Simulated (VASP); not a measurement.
Here is a VASP 6.6.1 calculation.

The input INCAR:

```
SYSTEM = SiC
PREC = Accurate ; ENCUT = 520
EDIFF = 1E-8 ; ISMEAR = -1
SIGMA = 0.08 ; LREAL = .False.
LASPH = .True. ; NELM = 80
ALGO = Normal ; ISIF = 2
LWAVE = .False. ; LCHARG = .False.
GGA = PE ; LEFG = .True.
NBANDS = 16
```

KPOINTS

```
regular mesh
0
Gamma
  15 15 8
  0 0 0
```

POSCAR

```
SiC
1.0
    3.0759982064      0.0153799910      0.0153799910
   -1.5246796403      2.6562025933      0.0056294674
    0.0252400000      0.0252400000      5.0480000000
Si C
2 2
Direct
    0.3333333333      0.6666666667      0.0000000000
    0.6666666667      0.3333333333      0.5000000000
    0.3333333333      0.6666666667      0.3850000000
    0.6666666667      0.3333333333      0.8850000000
```

Potentials or basis: VASP PAW PBE potentials, release 64 (Si, C).

Launch:

```bash
$ cat potpaw_PBE.64/Si/POTCAR potpaw_PBE.64/C/POTCAR > POTCAR
$ mpirun -np 1 vasp_std > vasp.out
```

(1) What does it give for the band gap on the k mesh?

(2) Estimate the pressure.

## Answers

(1) 2.32 eV (least direct gap 4.04 eV).

(2) 3.7 GPa.

Caveat: the cell differs from its parent crystal (equal xy, yz and zx shear strains of +1 %); the cell stands under pressure; without QUAD_EFG the Cq values of the log hold for a quadrupole moment of 1 mb, not for the nuclei; an odd mesh through Γ misses points on the zone boundary, where band edges can lie.
